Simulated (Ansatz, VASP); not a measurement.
MgO: VASP beside Ansatz

```xyz
2
Lattice="0.0000 2.1107 2.1107 2.1107 0.0000 2.1107 2.1107 2.1107 0.0000" Properties=species:S:1:pos:R:3 pbc="T T T"
Mg    0.0000    0.0000    0.0000
O     2.1107    2.1107    2.1107
```

Alike in both runs: task single point; functional HSE06; k mesh 4 × 4 × 4; occupations fermi-dirac, width 0.05 eV; no spin polarisation.

```csv
,VASP,Ansatz
version,VASP 6.6.1,Ansatz 0.2.0 development build
potentials or method,"VASP PAW PBE potentials, release 64 (Mg, O)",plane waves
plane-wave cutoff (eV),520,930
valence electrons in the cell,8,16
```

```csv
,VASP,Ansatz,Ansatz less VASP
gap on the k mesh at the Fermi level (eV),6.38,6.42,+0.040
```

VASP's potentials hold 8 valence electrons a cell and Ansatz's 16, so a difference there can come from the potentials and not from the codes.

The k mesh is coarse, so the values compare programs but aren't converged.
